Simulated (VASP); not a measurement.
# KBr (Fm-3m) in VASP: further runs

The runs below take KBr through single point, relaxation of cell and atoms, with LDA.

Everything below comes from runs of VASP 6.6.1. Logs are shortened: lines on timing, memory, paths and dates and some standing lists are left out, and cuts for length are marked.

### Step 1. The cell of the first run

The structure is cubic, space group Fm-3m (No. 225). Conventional cell: a = 6.371 Å, b = 6.371 Å, c = 6.371 Å, α = 90.00°, β = 90.00°, γ = 90.00°. K (site symmetry m-3m) has 6 Br at 3.19 Å within 4.2 Å. Br (site symmetry m-3m) has 6 K at 3.19 Å within 4.2 Å.

### Step 2. Single point, LDA

Contents of INCAR:

```
SYSTEM = KBr
ALGO = Normal
EDIFF = 1E-7
ENCUT = 520
ISIF = 2
ISMEAR = 0
LASPH = .True.
LCHARG = .True.
LELF = .True.
LREAL = .False.
LVHAR = .True.
LWAVE = .False.
NBANDS = 15
NELM = 60
PREC = Accurate
SIGMA = 0.02
```

Contents of KPOINTS:

```
k-points
0
Gamma
  6 6 6
  0 0 0
```

Contents of POSCAR:

```
KBr
1.0
    0.0000000000      3.1856269851      3.1856269851
    3.1856269851      0.0000000000      3.1856269851
    3.1856269851      3.1856269851      0.0000000000
K Br
1 1
Direct
    0.0000000000      0.0000000000      0.0000000000
    0.5000000000      0.5000000000      0.5000000000
```

Potentials or basis: VASP PAW LDA potentials, release 64 (K_sv, Br).

Launch:

```sh
> cat potpaw_LDA.64/K_sv/POTCAR potpaw_LDA.64/Br/POTCAR > POTCAR
> mpirun -np 1 vasp_std > vasp.out
```

OUTCAR:

```text
SYSTEM = KBr
   EDIFF = 1E-7
   ENCUT = 520
   ISIF = 2
   ISMEAR = 0
   LASPH = .True.
   LREAL = .False.
   NELM = 60
   PREC = Accurate

 ion  position               nearest neighbor table
   1  0.000  0.000  0.000-   2 3.19   2 3.19   2 3.19   2 3.19   2 3.19   2 3.19
   2  0.500  0.500  0.500-   1 3.19   1 3.19   1 3.19   1 3.19   1 3.19   1 3.19

  LATTYP: Found a face centered cubic cell.
 ALAT       =     6.3712539702

  Lattice vectors:

 A1 = (   0.0000000000,   3.1856269851,   3.1856269851)
 A2 = (   3.1856269851,   0.0000000000,   3.1856269851)
 A3 = (   3.1856269851,   3.1856269851,   0.0000000000)

Analysis of symmetry for initial positions (statically):
=====================================================================
 Subroutine PRICEL returns:
 Original cell was already a primitive cell.

 Routine SETGRP: Setting up the symmetry group for a
 face centered cubic supercell.

 Subroutine GETGRP returns: Found 48 space group operations
 (whereof 48 operations were pure point group operations)
 out of a pool of 48 trial point group operations.

The static configuration has the point symmetry O_h .

Analysis of symmetry for dynamics (positions and initial velocities):
=====================================================================
 Subroutine PRICEL returns:
 Original cell was already a primitive cell.

 Routine SETGRP: Setting up the symmetry group for a
 face centered cubic supercell.

 Subroutine GETGRP returns: Found 48 space group operations
 (whereof 48 operations were pure point group operations)
 out of a pool of 48 trial point group operations.

The dynamic configuration has the point symmetry O_h .

 Subroutine INISYM returns: Found 48 space group operations
 (whereof 48 operations are pure point group operations),
 and found     1 'primitive' translations

----------------------------------------------------------------------------------------

                                     Primitive cell

  volume of cell :      64.6569

  direct lattice vectors                    reciprocal lattice vectors
     0.000000000  3.185626985  3.185626985    -0.156954974  0.156954974  0.156954974
     3.185626985  0.000000000  3.185626985     0.156954974 -0.156954974  0.156954974
     3.185626985  3.185626985  0.000000000     0.156954974  0.156954974 -0.156954974

  length of vectors
     4.505156887  4.505156887  4.505156887     0.271853989  0.271853989  0.271853989

  position of ions in fractional coordinates (direct lattice)
     0.000000000  0.000000000  0.000000000
     0.500000000  0.500000000  0.500000000

  ion indices of the primitive-cell ions
   primitive index   ion index
                 1           1
                 2           2

----------------------------------------------------------------------------------------

 KPOINTS: k-points

Automatic generation of k-mesh.
 Grid dimensions read from file:
 generate k-points for:    6    6    6

 Generating k-lattice:

  Cartesian coordinates                     Fractional coordinates (reciprocal lattice)
    -0.026159162  0.026159162  0.026159162     0.166666667  0.000000000  0.000000000
     0.026159162 -0.026159162  0.026159162     0.000000000  0.166666667  0.000000000
     0.026159162  0.026159162 -0.026159162     0.000000000  0.000000000  0.166666667

  Length of vectors
     0.045308998  0.045308998  0.045308998

  Shift w.r.t. Gamma in fractional coordinates (k-lattice)
     0.000000000  0.000000000  0.000000000

 Subroutine IBZKPT returns following result:
 ===========================================

 Found     16 irreducible k-points:

 Following reciprocal coordinates:
            Coordinates               Weight
  0.000000  0.000000  0.000000      1.000000
  0.166667  0.000000  0.000000      8.000000
  0.333333  0.000000  0.000000      8.000000
  0.500000  0.000000  0.000000      4.000000
  0.166667  0.166667  0.000000      6.000000
  0.333333  0.166667  0.000000     24.000000
[... 8 lines left out ...]
 -0.333333  0.333333  0.166667     24.000000
 -0.333333  0.500000  0.166667     12.000000
   k-points           NKPTS =     16   k-points in BZ     NKDIM =     16   number of bands    NBANDS=     15
   number of dos      NEDOS =    301   number of ions     NIONS =      2
   total plane-waves  NPLWV =  46656
   dimension x,y,z NGX =    36 NGY =   36 NGZ =   36
   dimension x,y,z NGXF=    72 NGYF=   72 NGZF=   72
   ions per type =               1   1
   NGX,Y,Z   is equivalent  to a cutoff of  13.28, 13.28, 13.28 a.u.
   NGXF,Y,Z  is equivalent  to a cutoff of  26.57, 26.57, 26.57 a.u.
 SYSTEM =  KBr
   PREC   = accura    normal or accurate (medium, high low for compatibility)
   ISTART =      0    job   : 0-new  1-cont  2-samecut
   ICHARG =      2    charge: 1-file 2-atom 10-const
   ISPIN  =      1    spin polarized calculation?
   LNONCOLLINEAR =      F non collinear calculations
   LSORBIT =      F    spin-orbit coupling
   LASPH  =      T    aspherical Exc in radial PAW
   ENCUT  =  520.0 eV  38.22 Ry    6.18 a.u.   8.38  8.38  8.38*2*pi/ulx,y,z
   NELM   =     60;   NELMIN=  2; NELMDL= -5     # of ELM steps
   EDIFF  = 0.1E-06   stopping-criterion for ELM
   LREAL  =      F    real-space projection
   EDIFFG = 0.1E-05   stopping-criterion for IOM
   NSW    =      0    number of steps for IOM
   IBRION =     -1    ionic relax: 0-MD 1-quasi-New 2-CG
   NFREE  =      0    steps in history (QN), initial steepest desc. (CG)
   ISIF   =      2    stress and relaxation
   ISYM   =      2    0-nonsym 1-usesym 2-fastsym
   POTIM  = 0.5000    time-step for ionic-motion
   TEBEG  =    0.0;   TEEND  =   0.0 temperature during run
   PSTRESS=    0.0 pullay stress
   NELECT =      16.0000    total number of electrons
   NUPDOWN=      -1.0000    fix difference up-down
   EMIN   =  10.00;   EMAX   =-10.00  energy-range for DOS
   EFERMI =   0.00;   METHOD = LEGACY
   ISMEAR =     0;   SIGMA  =   0.02  broadening in eV -4-tet -1-fermi 0-gaus
   EFERMI_NEDOS =   21; number of points for ismear=-14 and -15
   IALGO  =     38    algorithm
   IMIX   =      4    mixing-type and parameters
     AMIX     =   0.40;   BMIX     =  1.00
     AMIX_MAG =   1.60;   BMIX_MAG =  1.00
  volume/ion in A,a.u.               =      32.33       218.16
  Fermi-wavevector in a.u.,A,eV,Ry     =   1.027803  1.942266 14.372911  1.056379
  Thomas-Fermi vector in A             =   2.161767
   LORBIT       =      0    0 simple, 1 ext, 2 COOP (PROOUT), +10 PAW based schemes
   GGA     = CA    functional components
   LHFCALC =     F    Hartree Fock is set to
   AEXX    =    0.0000 exact exchange contribution
   IVDW    =     0    specifies the selected vdW correction
   LEPSILON=     F    determine dielectric tensor
   LRPA    =     F    only Hartree local field effects (RPA)
 non-spin polarized calculation
 Gauss-broadening in eV      SIGMA  =   0.02
  energy-cutoff  :      520.00
  volume of cell :       64.66
 maximum number of plane-waves:      1807
 NGX is ok and might be reduce to    36
   NGX = 17   NGY = 17   NGZ = 17

 number of electron      16.0000000 magnetization

 Free energy of the ion-electron system (eV)
  ---------------------------------------------------
  ext. energy  EPLUGINS =         0.00000000
  ---------------------------------------------------
  free energy    TOTEN  =        -6.83455624 eV

  energy without entropy =       -6.83455624  energy(sigma->0) =       -6.83455624

 E-fermi :  -1.2847     XC(G=0):  -8.3173

 val. band max:       -1.4443393910   @ k =   0.0000   0.0000   0.0000
 cond. band min:       2.8855538254   @ k =   0.0000   0.0000   0.0000
 fundamental gap:      4.3298932164
 Fermi energy:        -1.2847347393

 k-point     1 :       0.0000    0.0000    0.0000
  band No.  band energies     occupation
      1     -28.6545      2.00000
      2     -13.9127      2.00000
      3     -12.3797      2.00000
      4     -12.3797      2.00000
      5     -12.3797      2.00000
      6      -1.4443      2.00000
      7      -1.4443      2.00000
      8      -1.4443      2.00000
      9       2.8856      0.00000
     10       5.8947      0.00000
     11       5.8947      0.00000
     12       5.8947      0.00000
     13       6.8429      0.00000
     14       6.8429      0.00000
     15       9.9999      0.00000

 k-point     2 :       0.1667    0.0000    0.0000
  band No.  band energies     occupation
      1     -28.6517      2.00000
      2     -13.9689      2.00000
      3     -12.3817      2.00000
      4     -12.3817      2.00000
      5     -12.2994      2.00000
      6      -1.9182      2.00000
      7      -1.5671      2.00000
      8      -1.5671      2.00000
      9       3.6349      0.00000
     10       5.7649      0.00000
     11       6.2588      0.00000
     12       6.2588      0.00000
     13       7.2742      0.00000
     14       7.2742      0.00000
     15      11.0545      0.00000

 k-point     3 :       0.3333    0.0000    0.0000
  band No.  band energies     occupation
      1     -28.6461      2.00000
      2     -14.0684      2.00000
      3     -12.3856      2.00000
      4     -12.3856      2.00000
      5     -12.1503      2.00000
      6      -2.6332      2.00000
      7      -1.7930      2.00000
      8      -1.7930      2.00000
      9       4.7056      0.00000
     10       6.2373      0.00000
     11       7.2353      0.00000
     12       7.2353      0.00000
     13       8.3421      0.00000
     14       8.3421      0.00000
     15      10.3903      0.00000

 k-point     4 :       0.5000    0.0000    0.0000
  band No.  band energies     occupation
      1     -28.6433      2.00000
      2     -14.1132      2.00000
      3     -12.3875      2.00000
      4     -12.3875      2.00000
      5     -12.0799      2.00000
      6      -2.9281      2.00000
      7      -1.8977      2.00000
      8      -1.8977      2.00000
      9       5.0241      0.00000
     10       6.8627      0.00000
     11       8.3466      0.00000
     12       8.3466      0.00000
     13       8.7218      0.00000
     14       8.7218      0.00000
     15       9.9321      0.00000
[... 163 lines left out ...]
 k-point    14 :       0.5000    0.3333    0.1667
  band No.  band energies     occupation
      1     -28.6426      2.00000
      2     -13.9718      2.00000
      3     -12.4458      2.00000
      4     -12.4155      2.00000
      5     -12.2398      2.00000
      6      -2.5272      2.00000
      7      -1.9024      2.00000
      8      -1.8926      2.00000
      9       5.0916      0.00000
     10       5.6978      0.00000
     11       7.4327      0.00000
     12       8.2756      0.00000
     13       8.4378      0.00000
     14       8.6667      0.00000
     15       9.8625      0.00000

 k-point    15 :      -0.3333    0.3333    0.1667
  band No.  band energies     occupation
      1     -28.6408      2.00000
      2     -13.9551      2.00000
      3     -12.4622      2.00000
      4     -12.4412      2.00000
      5     -12.2328      2.00000
      6      -2.4748      2.00000
      7      -2.0941      2.00000
      8      -1.9525      2.00000
      9       5.6080      0.00000
     10       5.9846      0.00000
     11       7.2651      0.00000
     12       7.8342      0.00000
     13       8.9816      0.00000
     14       9.4052      0.00000
     15       9.9468      0.00000

 k-point    16 :      -0.3333    0.5000    0.1667
  band No.  band energies     occupation
      1     -28.6400      2.00000
      2     -13.8666      2.00000
      3     -12.5101      2.00000
      4     -12.4632      2.00000
      5     -12.3074      2.00000
      6      -2.2919      2.00000
      7      -2.0519      2.00000
      8      -1.9854      2.00000
      9       4.8216      0.00000
     10       6.5959      0.00000
     11       6.8124      0.00000
     12       7.9556      0.00000
     13       8.6733      0.00000
     14       9.5048      0.00000
     15      10.1512      0.00000

------------------------ aborting loop because EDIFF is reached ----------------------------------------

  FORCE on cell =-STRESS in cart. coord.  units (eV):
  Direction    XX          YY          ZZ          XY          YZ          ZX
  --------------------------------------------------------------------------------------
  -------------------------------------------------------------------------------------
  Total        0.0396821      0.0396821      0.0396821     -0.0000000      0.0000000      0.0000000
  in kB        0.9833100      0.9833100      0.9833100     -0.0000000      0.0000000      0.0000000
  external PRESSURE =       0.9833100 kB  Pullay stress =       0.0000000 kB

 VOLUME and BASIS-vectors are now :
 -----------------------------------------------------------------------------
  energy-cutoff  :      520.00
  volume of cell :       64.66
      direct lattice vectors                 reciprocal lattice vectors
     0.000000000  3.185626985  3.185626985    -0.156954974  0.156954974  0.156954974
     3.185626985  0.000000000  3.185626985     0.156954974 -0.156954974  0.156954974
     3.185626985  3.185626985  0.000000000     0.156954974  0.156954974 -0.156954974

 POSITION                                       TOTAL-FORCE (eV/Angst)
 -----------------------------------------------------------------------------------
      0.00000      0.00000      0.00000        -0.000000      0.000000      0.000000
      3.18563      3.18563      3.18563         0.000000     -0.000000     -0.000000
 -----------------------------------------------------------------------------------
    total drift:                                0.000000      0.000000      0.000000

  FREE ENERGIE OF THE ION-ELECTRON SYSTEM (eV)
  ---------------------------------------------------
  free  energy   TOTEN  =        -6.8345562396 eV

  energy  without entropy=       -6.8345562396  energy(sigma->0) =       -6.83455624
```

It took 9.8 s on 1 thread of Intel Xeon 6975P-C (Granite Rapids), shared host; peak memory 0.17 GiB.

What came out:

```
Free energy            : -6.8346 eV
Pressure               : 0.1 GPa
Band gap on the k mesh : 4.33 eV, direct
```

Levels at points of the mesh, in eV from the valence-band top:
| k point | band 4 | band 5 | band 6 | band 7 | band 8 | band 9 | band 10 | band 11 | band 12 | band 13 |
| --- | --- | --- | --- | --- | --- | --- | --- | --- | --- | --- |
| (0.00, 0.00, 0.00) | -10.94 | -10.94 | 0.00 | 0.00 | 0.00 | 4.33 | 7.34 | 7.34 | 7.34 | 8.29 |
| (0.50, 0.00, 0.00) | -10.94 | -10.64 | -1.48 | -0.45 | -0.45 | 6.47 | 8.31 | 9.79 | 9.79 | 10.17 |
| (0.50, 0.50, 0.00) | -11.00 | -11.00 | -0.97 | -0.34 | -0.34 | 5.41 | 7.26 | 9.36 | 9.74 | 9.85 |

### Step 3. Relaxation of cell and atoms, LDA

Contents of INCAR:

```
  ALGO = Normal
  EDIFF = 1E-6
  EDIFFG = -0.005
  ENCUT = 600
  GGA = CA
  IBRION = 2
  ISIF = 3
  ISMEAR = 0
  LASPH = T
  LCHARG = F
  LREAL = F
  LWAVE = F
  NELM = 80
  NSW = 100
  PREC = Accurate
  SIGMA = 0.02
```

Contents of KPOINTS:

```
k-points
0
Gamma
  6 6 6
```

POSCAR is that of step 2.

Potentials or basis: VASP PAW LDA potentials, release 64 (K_sv, Br).

Launch:

```sh
> cat potpaw_LDA.64/K_sv/POTCAR potpaw_LDA.64/Br/POTCAR > POTCAR
> mpirun -np 1 vasp_std > vasp.out
```

OUTCAR:

```text
EDIFF = 1E-6
   EDIFFG = -0.005
   ENCUT = 600
   GGA = CA
   IBRION = 2
   ISIF = 3
   ISMEAR = 0
   LASPH = T
   LREAL = F
   NELM = 80
   NSW = 100
   PREC = Accurate

 ion  position               nearest neighbor table
   1  0.000  0.000  0.000-   2 3.19   2 3.19   2 3.19   2 3.19   2 3.19   2 3.19
   2  0.500  0.500  0.500-   1 3.19   1 3.19   1 3.19   1 3.19   1 3.19   1 3.19

  LATTYP: Found a face centered cubic cell.
 ALAT       =     6.3712539702

  Lattice vectors:

 A1 = (   0.0000000000,   3.1856269851,   3.1856269851)
 A2 = (   3.1856269851,   0.0000000000,   3.1856269851)
 A3 = (   3.1856269851,   3.1856269851,   0.0000000000)

Analysis of symmetry for initial positions (statically):
=====================================================================
 Subroutine PRICEL returns:
 Original cell was already a primitive cell.

 Routine SETGRP: Setting up the symmetry group for a
 face centered cubic supercell.

 Subroutine GETGRP returns: Found 48 space group operations
 (whereof 48 operations were pure point group operations)
 out of a pool of 48 trial point group operations.

The static configuration has the point symmetry O_h .
[... 144 lines left out ...]

 number of electron      16.0000000 magnetization

 Free energy of the ion-electron system (eV)
  ---------------------------------------------------
  ext. energy  EPLUGINS =         0.00000000
  ---------------------------------------------------
  free energy    TOTEN  =        -6.83462966 eV

  energy without entropy =       -6.83462966  energy(sigma->0) =       -6.83462966

------------------------ aborting loop because EDIFF is reached ----------------------------------------

  FORCE on cell =-STRESS in cart. coord.  units (eV):
  Direction    XX          YY          ZZ          XY          YZ          ZX
  --------------------------------------------------------------------------------------
  -------------------------------------------------------------------------------------
  Total        0.0421144      0.0421144      0.0421144      0.0000000      0.0000000      0.0000000
  in kB        1.0435811      1.0435811      1.0435811      0.0000000      0.0000000      0.0000000
  external PRESSURE =       1.0435811 kB  Pullay stress =       0.0000000 kB
[... 167 lines left out ...]
--------------------------------------- Ionic step        6  -------------------------------------------

 number of electron      16.0000000 magnetization

 Free energy of the ion-electron system (eV)
  ---------------------------------------------------
  ext. energy  EPLUGINS =         0.00000000
  ---------------------------------------------------
  free energy    TOTEN  =        -6.83474446 eV

  energy without entropy =       -6.83474446  energy(sigma->0) =       -6.83474446

 E-fermi :  -1.3367     XC(G=0):  -8.2962

 val. band max:       -1.4684083977   @ k =   0.0000   0.0000   0.0000
 cond. band min:       2.8466787466   @ k =   0.0000   0.0000   0.0000
 fundamental gap:      4.3150871443
 Fermi energy:        -1.3367061023

 k-point     1 :       0.0000    0.0000    0.0000
  band No.  band energies     occupation
      1     -28.6866      2.00000
      2     -13.9290      2.00000
      3     -12.4120      2.00000
      4     -12.4120      2.00000
      5     -12.4120      2.00000
      6      -1.4684      2.00000
      7      -1.4684      2.00000
      8      -1.4684      2.00000
      9       2.8467      0.00000
     10       5.8718      0.00000
     11       5.8718      0.00000
     12       5.8718      0.00000
[... 252 lines left out ...]
  FREE ENERGIE OF THE ION-ELECTRON SYSTEM (eV)
  ---------------------------------------------------
  free  energy   TOTEN  =        -6.8347444605 eV

  energy  without entropy=       -6.8347444605  energy(sigma->0) =       -6.83474446

 reached required accuracy - stopping structural energy minimisation
```

Wall time 26 s (1 thread of Intel Xeon 6975P-C (Granite Rapids), shared host); peak memory 0.18 GiB.

What came out:

| Item | Value |
| --- | --- |
| Free energy | -6.8347 eV |
| Relaxed volume | 32.49 Å³/atom |
| Relaxed cell | a = 4.513 Å, b = 4.513 Å, c = 4.513 Å, α = 60.00°, β = 60.00°, γ = 60.00° |
| Space group after relaxing (to 0.05 Å) | Fm-3m (No. 225) |
| Energy gained by relaxing | 0.1 meV/atom |
| Ionic steps | 6 |
| Pressure after relaxing | 0.0 GPa |
| Band gap on the k mesh | 4.32 eV, direct |

Step by step:
```csv
step,energy change (eV),largest force (eV/Å),pressure (GPa),volume (Å³)
1,0.0000,0.0000,0.10,64.66
2,-0.0001,0.0000,0.04,64.85
3,-0.0001,0.0000,0.05,64.94
4,-0.0001,0.0000,-0.04,65.11
5,-0.0001,0.0000,-0.04,65.03
6,-0.0001,0.0000,-0.01,64.99
```

Final structure:
```
K Br
1.0
     0.00000    3.19103    3.19103
     3.19103    0.00000    3.19103
     3.19103    3.19103    0.00000
K Br
1 1
Direct
  0.00000 0.00000 0.00000
  0.50000 0.50000 0.50000
```

Levels at points of the mesh, in eV from the valence-band top:
| k point | band 5 | band 6 | band 7 | band 8 | band 9 | band 10 | band 11 | band 12 |
| --- | --- | --- | --- | --- | --- | --- | --- | --- |
| (0.00, 0.00, 0.00) | -10.94 | 0.00 | 0.00 | 0.00 | 4.32 | 7.34 | 7.34 | 7.34 |
| (0.50, 0.00, 0.00) | -10.65 | -1.47 | -0.45 | -0.45 | 6.46 | 8.29 | 9.78 | 9.78 |
| (0.50, 0.50, 0.00) | -11.00 | -0.96 | -0.33 | -0.33 | 5.41 | 7.24 | 9.35 | 9.71 |
